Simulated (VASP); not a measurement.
Ta, 1 atom in the cell. The structure is cubic, space group Im-3m (No. 229). Conventional cell: a = 3.303 Å, b = 3.303 Å, c = 3.303 Å, α = 90.00°, β = 90.00°, γ = 90.00°. Within 3.8 Å of Ta (site symmetry m-3m) lie 14 Ta at 2.86 to 3.30 Å. 

* Program: VASP 6.6.1
* Task: single point
* Functional: BLYP
* Potentials or basis: VASP PAW PBE potentials, release 64 (Ta_sv_GW)
* Cutoff: 500 eV
* k mesh: 11 × 11 × 11
* Occupations: fermi-dirac, width 0.05 eV
* Spin: no spin polarisation
* Dipole correction: no
* Further INCAR settings: ALGO = Normal; EDIFF = 1e-06; NBANDS = 12

Potentials or basis: VASP PAW PBE potentials, release 64 (Ta_sv_GW).

Run with:

```sh
$ cat potpaw_PBE.64/Ta_sv_GW/POTCAR > POTCAR
$ mpirun -np 1 vasp_std > vasp.out
```

Hardware: 1 thread of Intel(R) Xeon(R) 6975P-C (Granite Rapids) (shared host).

Q: Estimate the wall time of this run.

A: It took 14 s on 1 thread of Intel(R) Xeon(R) 6975P-C (Granite Rapids), on a shared host, peak memory 0.15 GiB. Counts: scf iterations 13, k points 56.
